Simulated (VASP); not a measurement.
SnSe, 4 atoms in the cell. The cell holds a slab with vacuum, 4 atoms: a = 4.285 Å, b = 4.285 Å, c = 10.991 Å, α = 90.00°, β = 90.00°, γ = 90.00°. 

| Property | Result |
| --- | --- |
| Program | VASP 6.6.1 |
| Task | single point |
| Functional | LDA |
| Potentials or basis | VASP PAW LDA potentials, release 64 (Sn_d, Se) |
| Cutoff | 520 eV |
| k mesh | 6 × 6 × 2 |
| Occupations | methfessel-paxton, width 0.05 eV |
| Spin | no spin polarisation |
| Dipole correction | no |
| Further INCAR settings | ALGO = Normal; EDIFF = 1e-06; NBANDS = 28 |

Potentials or basis: VASP PAW LDA potentials, release 64 (Sn_d, Se).

The run is started by

```sh
$ cat potpaw_LDA.64/Sn_d/POTCAR potpaw_LDA.64/Se/POTCAR > POTCAR
$ mpirun -np 1 vasp_std > vasp.out
```

Hardware: 1 thread of Intel(R) Xeon(R) Platinum 8375C CPU @ 2.90GHz (Ice Lake) (shared host).

Task: Estimate the wall time of this run.

Result: Run time: 83 s on 1 thread of Intel(R) Xeon(R) Platinum 8375C CPU @ 2.90GHz (Ice Lake) (shared host), peak memory 0.28 GiB. Counts: scf iterations 17, k points 20.
